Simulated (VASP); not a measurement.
# Te2Mo (P-6m2) in VASP: notebook

The runs below take Te2Mo through single point, relaxation of cell and atoms, with PBEsol.

Everything below comes from runs of VASP 6.6.1. Logs are shortened: lines on timing, memory, paths and dates and some standing lists are left out, and cuts for length are marked.

### Step 1. The cell of the first run

The structure is hexagonal, space group P-6m2 (No. 187). The conventional cell has a = 3.005 Å, b = 3.005 Å, c = 6.825 Å, α = 90.00°, β = 90.00°, γ = 120.00°. Te (site symmetry 3m) has 3 Mo at 2.59 Å and 7 Te at 2.97 to 3.01 Å within 3.4 Å. Mo (site symmetry -6m2) has 6 Te at 2.59 Å and 6 Mo at 3.01 Å within 3.4 Å.

### Step 2. Single point, PBEsol

INCAR reads:

```
ALGO     = Normal         # electronic algorithm
EDIFF    = 1E-7           # SCF threshold, eV
ENCUT    = 520            # plane-wave cutoff, eV
GGA      = PS             # functional
ISIF     = 2              # what is computed and relaxed
ISMEAR   = 0              # smearing method
LASPH    = T              # aspherical terms in the spheres
LCHARG   = T              # write CHGCAR
LELF     = T              # ELF
LREAL    = F              # projectors in reciprocal space
LVHAR    = T            
LWAVE    = F              # write WAVECAR
NBANDS   = 20             # bands
NELM     = 80             # most SCF steps
PREC     = Accurate       # precision mode
SIGMA    = 0.1            # smearing width, eV
```

KPOINTS reads:

```
k-points
0
Gamma
  18 18 6
```

POSCAR reads:

```
Te2Mo
1.0
    3.0051364198      0.0000000000      0.0000000000
   -1.5025682099      2.6025244814      0.0000000000
    0.0000000000      0.0000000000      6.8252141244
Te Mo
2 1
Direct
    0.3333333333      0.6666666667      0.7177553803
    0.3333333333      0.6666666667      0.2822446197
    0.0000000000      0.0000000000      0.0000000000
```

Potentials or basis: VASP PAW PBE potentials, release 64 (Te, Mo_sv).

Launch:

```sh
cat potpaw_PBE.64/Te/POTCAR potpaw_PBE.64/Mo_sv/POTCAR > POTCAR
mpirun -np 1 vasp_std > vasp.out
```

OUTCAR:

```text
EDIFF = 1E-7
   ENCUT = 520
   GGA = PS
   ISIF = 2
   ISMEAR = 0
   LASPH = T
   LREAL = F
   NELM = 80
   PREC = Accurate

 ion  position               nearest neighbor table
   1  0.333  0.667  0.718-   3 2.59   3 2.59   3 2.59   2 2.97
   2  0.333  0.667  0.282-   3 2.59   3 2.59   3 2.59   1 2.97
   3  0.000  0.000  0.000-   1 2.59   2 2.59   1 2.59   2 2.59   1 2.59   2 2.59

  LATTYP: Found a hexagonal cell.
 ALAT       =     3.0051364198
 C/A-ratio  =     2.2711827920

  Lattice vectors:

 A1 = (   3.0051364198,   0.0000000000,   0.0000000000)
 A2 = (  -1.5025682099,   2.6025244814,   0.0000000000)
 A3 = (   0.0000000000,   0.0000000000,   6.8252141244)

Analysis of symmetry for initial positions (statically):
=====================================================================
 Subroutine PRICEL returns:
 Original cell was already a primitive cell.

 Routine SETGRP: Setting up the symmetry group for a
 hexagonal supercell.

 Subroutine GETGRP returns: Found 12 space group operations
 (whereof 12 operations were pure point group operations)
 out of a pool of 24 trial point group operations.

The static configuration has the point symmetry D_3h.

Analysis of symmetry for dynamics (positions and initial velocities):
=====================================================================
 Subroutine PRICEL returns:
 Original cell was already a primitive cell.

 Routine SETGRP: Setting up the symmetry group for a
 hexagonal supercell.

 Subroutine GETGRP returns: Found 12 space group operations
 (whereof 12 operations were pure point group operations)
 out of a pool of 24 trial point group operations.

The dynamic configuration has the point symmetry D_3h.

 Subroutine INISYM returns: Found 12 space group operations
 (whereof 12 operations are pure point group operations),
 and found     1 'primitive' translations

----------------------------------------------------------------------------------------

                                     Primitive cell

  volume of cell :      53.3796

  direct lattice vectors                    reciprocal lattice vectors
     3.005136420  0.000000000  0.000000000     0.332763595  0.192121151  0.000000000
    -1.502568210  2.602524481  0.000000000     0.000000000  0.384242303  0.000000000
     0.000000000  0.000000000  6.825214124     0.000000000  0.000000000  0.146515550

  length of vectors
     3.005136420  3.005136420  6.825214124     0.384242303  0.384242303  0.146515550

  position of ions in fractional coordinates (direct lattice)
     0.333333333  0.666666667  0.717755380
     0.333333333  0.666666667  0.282244620
     0.000000000  0.000000000  0.000000000

  ion indices of the primitive-cell ions
   primitive index   ion index
                 1           1
                 2           2
                 3           3

----------------------------------------------------------------------------------------

 KPOINTS: k-points

Automatic generation of k-mesh.
 Grid dimensions read from file:
 generate k-points for:   18   18    6

 Generating k-lattice:

  Cartesian coordinates                     Fractional coordinates (reciprocal lattice)
     0.018486866  0.010673397  0.000000000     0.055555556  0.000000000  0.000000000
     0.000000000  0.021346795  0.000000000     0.000000000  0.055555556  0.000000000
     0.000000000  0.000000000  0.024419258     0.000000000  0.000000000  0.166666667

  Length of vectors
     0.021346795  0.021346795  0.024419258

  Shift w.r.t. Gamma in fractional coordinates (k-lattice)
     0.000000000  0.000000000  0.000000000

 Subroutine IBZKPT returns following result:
 ===========================================

 Found    148 irreducible k-points:

 Following reciprocal coordinates:
            Coordinates               Weight
  0.000000  0.000000  0.000000      1.000000
  0.055556  0.000000  0.000000      6.000000
  0.111111  0.000000  0.000000      6.000000
  0.166667  0.000000  0.000000      6.000000
  0.222222  0.000000  0.000000      6.000000
  0.277778  0.000000  0.000000      6.000000
[... 16 lines left out ...]
  0.333333  0.111111  0.000000     12.000000
  0.388889  0.111111  0.000000     12.000000
 [... further k-points ...]
   k-points           NKPTS =    148   k-points in BZ     NKDIM =    148   number of bands    NBANDS=     20
   number of dos      NEDOS =    301   number of ions     NIONS =      3
   total plane-waves  NPLWV =  31104
   dimension x,y,z NGX =    24 NGY =   24 NGZ =   54
   dimension x,y,z NGXF=    48 NGYF=   48 NGZF=  108
   ions per type =               2   1
   NGX,Y,Z   is equivalent  to a cutoff of  13.28, 13.28, 13.15 a.u.
   NGXF,Y,Z  is equivalent  to a cutoff of  26.55, 26.55, 26.31 a.u.
 SYSTEM =  unknown system
   PREC   = accura    normal or accurate (medium, high low for compatibility)
   ISTART =      0    job   : 0-new  1-cont  2-samecut
   ICHARG =      2    charge: 1-file 2-atom 10-const
   ISPIN  =      1    spin polarized calculation?
   LNONCOLLINEAR =      F non collinear calculations
   LSORBIT =      F    spin-orbit coupling
   LASPH  =      T    aspherical Exc in radial PAW
   ENCUT  =  520.0 eV  38.22 Ry    6.18 a.u.   5.59  5.59 12.69*2*pi/ulx,y,z
   NELM   =     80;   NELMIN=  2; NELMDL= -5     # of ELM steps
   EDIFF  = 0.1E-06   stopping-criterion for ELM
   LREAL  =      F    real-space projection
   EDIFFG = 0.1E-05   stopping-criterion for IOM
   NSW    =      0    number of steps for IOM
   IBRION =     -1    ionic relax: 0-MD 1-quasi-New 2-CG
   NFREE  =      0    steps in history (QN), initial steepest desc. (CG)
   ISIF   =      2    stress and relaxation
   ISYM   =      2    0-nonsym 1-usesym 2-fastsym
   POTIM  = 0.5000    time-step for ionic-motion
   TEBEG  =    0.0;   TEEND  =   0.0 temperature during run
   PSTRESS=    0.0 pullay stress
   NELECT =      26.0000    total number of electrons
   NUPDOWN=      -1.0000    fix difference up-down
   EMIN   =  10.00;   EMAX   =-10.00  energy-range for DOS
   EFERMI =   0.00;   METHOD = LEGACY
   ISMEAR =     0;   SIGMA  =   0.10  broadening in eV -4-tet -1-fermi 0-gaus
   EFERMI_NEDOS =   21; number of points for ismear=-14 and -15
   IALGO  =     38    algorithm
   IMIX   =      4    mixing-type and parameters
     AMIX     =   0.40;   BMIX     =  1.00
     AMIX_MAG =   1.60;   BMIX_MAG =  1.00
  volume/ion in A,a.u.               =      17.79       120.07
  Fermi-wavevector in a.u.,A,eV,Ry     =   1.288074  2.434107 22.573901  1.659135
  Thomas-Fermi vector in A             =   2.420050
   LORBIT       =      0    0 simple, 1 ext, 2 COOP (PROOUT), +10 PAW based schemes
   GGA     = PS    functional components
   LHFCALC =     F    Hartree Fock is set to
   AEXX    =    0.0000 exact exchange contribution
   IVDW    =     0    specifies the selected vdW correction
   LEPSILON=     F    determine dielectric tensor
   LRPA    =     F    only Hartree local field effects (RPA)
 non-spin polarized calculation
 Gauss-broadening in eV      SIGMA  =   0.10
  energy-cutoff  :      520.00
  volume of cell :       53.38
 maximum number of plane-waves:      1466
 NGX is ok and might be reduce to    24
   NGX = 11   NGY = 11   NGZ = 25

 number of electron      26.0000000 magnetization

 Free energy of the ion-electron system (eV)
  ---------------------------------------------------
  ext. energy  EPLUGINS =         0.00000000
  ---------------------------------------------------
  free energy    TOTEN  =       -16.63464735 eV

  energy without entropy =      -16.62643224  energy(sigma->0) =      -16.63053980

 E-fermi :  13.7472     XC(G=0): -12.3423

 val. band max:       13.7411446754   @ k =   0.3333   0.1111   0.0000
 cond. band min:      13.7527469033   @ k =   0.4444   0.0000   0.0000
 fundamental gap:      0.0116022279
 Fermi energy:        13.7471501530

 k-point     1 :       0.0000    0.0000    0.0000
  band No.  band energies     occupation
      1     -46.8114      2.00000
      2     -21.3999      2.00000
      3     -20.6413      2.00000
      4     -20.6413      2.00000
      5      -2.7198      2.00000
      6      -0.8712      2.00000
[... 12 lines left out ...]
     19      22.2793      0.00000
     20      23.7074      0.00000

 k-point     2 :       0.0556    0.0000    0.0000
  band No.  band energies     occupation
      1     -46.8090      2.00000
      2     -21.3954      2.00000
      3     -20.6620      2.00000
      4     -20.6459      2.00000
      5      -2.6478      2.00000
      6      -0.8156      2.00000
[... 12 lines left out ...]
     19      22.4086      0.00000
     20      23.3839      0.00000

 k-point     3 :       0.1111    0.0000    0.0000
  band No.  band energies     occupation
      1     -46.8020      2.00000
      2     -21.3822      2.00000
      3     -20.7211      2.00000
      4     -20.6592      2.00000
      5      -2.4328      2.00000
      6      -0.6491      2.00000
[... 12 lines left out ...]
     19      22.1936      0.00000
     20      22.8339      0.00000

 k-point     4 :       0.1667    0.0000    0.0000
  band No.  band energies     occupation
      1     -46.7913      2.00000
      2     -21.3621      2.00000
      3     -20.8108      2.00000
      4     -20.6794      2.00000
      5      -2.0779      2.00000
      6      -0.3735      2.00000
[... 12 lines left out ...]
     19      21.7594      0.00000
     20      22.0396      0.00000

 k-point     5 :       0.2222    0.0000    0.0000
  band No.  band energies     occupation
      1     -46.7781      2.00000
      2     -21.3373      2.00000
      3     -20.9192      2.00000
      4     -20.7041      2.00000
      5      -1.5885      2.00000
      6       0.0074      2.00000
[... 12 lines left out ...]
     19      21.3128      0.00000
     20      21.3565      0.00000
[... 353 lines left out ...]
      6       0.6433      2.00000
[... 12 lines left out ...]
     19      21.1871      0.00000
     20      22.0555      0.00000

 k-point    22 :       0.2778    0.1111    0.0000
  band No.  band energies     occupation
      1     -46.7472      2.00000
      2     -21.2794      2.00000
      3     -21.1351      2.00000
      4     -20.7936      2.00000
      5      -0.0540      2.00000
      6       1.1925      2.00000
[... 12 lines left out ...]
     19      20.6841      0.00000
     20      21.5671      0.00000

 k-point    23 :       0.3333    0.1111    0.0000
  band No.  band energies     occupation
      1     -46.7371      2.00000
      2     -21.2603      2.00000
      3     -21.2081      2.00000
      4     -20.8192      2.00000
      5       0.7296      2.00000
      6       1.7715      2.00000
[... 12 lines left out ...]
     19      20.4365      0.00000
     20      21.2767      0.00000

 k-point    24 :       0.3889    0.1111    0.0000
  band No.  band energies     occupation
      1     -46.7304      2.00000
      2     -21.2554      2.00000
      3     -21.2478      2.00000
      4     -20.8358      2.00000
      5       1.4657      2.00000
      6       2.2732      2.00000
[... 12 lines left out ...]
     19      20.2952      0.00000
     20      21.2501      0.00000

 [... further k-points ...]
[... 5 lines left out ...]
  --------------------------------------------------------------------------------------
  -------------------------------------------------------------------------------------
  Total       16.8093106     16.8093106     16.8403159      0.0000000      0.0000000      0.0000000
  in kB      504.5279011    504.5279011    505.4585196      0.0000000      0.0000000      0.0000000
  external PRESSURE =     504.8381073 kB  Pullay stress =       0.0000000 kB

 VOLUME and BASIS-vectors are now :
 -----------------------------------------------------------------------------
  energy-cutoff  :      520.00
  volume of cell :       53.38
      direct lattice vectors                 reciprocal lattice vectors
     3.005136420  0.000000000  0.000000000     0.332763595  0.192121151  0.000000000
    -1.502568210  2.602524481  0.000000000     0.000000000  0.384242303  0.000000000
     0.000000000  0.000000000  6.825214124     0.000000000  0.000000000  0.146515550

 POSITION                                       TOTAL-FORCE (eV/Angst)
 -----------------------------------------------------------------------------------
     -0.00000      1.73502      4.89883         0.000000      0.000000     -0.031244
     -0.00000      1.73502      1.92638        -0.000000     -0.000000      0.031244
      0.00000      0.00000      0.00000        -0.000000     -0.000000      0.000000
 -----------------------------------------------------------------------------------
    total drift:                                0.000000     -0.000000      0.000000

  FREE ENERGIE OF THE ION-ELECTRON SYSTEM (eV)
  ---------------------------------------------------
  free  energy   TOTEN  =       -16.6346473532 eV

  energy  without entropy=      -16.6264322441  energy(sigma->0) =      -16.63053980
```

Run time: 66 s. Hardware: 1 thread of Intel Xeon 6975P-C (Granite Rapids), shared host; peak memory 0.29 GiB.

Results:

```yaml
Free_energy: -16.6346 eV
Pressure: 50.5 GPa
Largest_force: 0.031 eV/Å
Band_gap_on_the_k_mesh: zero (band 13 reaches 14.50 eV, above the bottom of band 14 at 13.11 eV)
```

Forces in eV/Å, atoms in the order of the input:
```
Te   0.000  0.000 -0.031
Te   0.000  0.000  0.031
Mo   0.000  0.000  0.000
```

Levels at points of the mesh, in eV from the Fermi level:
```
           k point  band 11  band 12  band 13  band 14  band 15  band 16
(0.00, 0.00, 0.00)    -1.60    -0.31    -0.31     4.80     4.80     5.45
(0.50, 0.00, 0.00)    -2.42    -2.11    -0.11    -0.03     2.80     4.28
(0.00, 0.00, 0.50)    -1.57    -0.36    -0.36     4.57     4.57     5.81
(0.50, 0.00, 0.50)    -2.61    -0.41     0.75     1.34     1.84     2.81
```

Caveat: the PAW data sets were made with another functional, which shifts forces and pressure a little; spin-orbit coupling is left out, which moves the levels of the heavy elements.

(Part 1 of 2 ends here.)
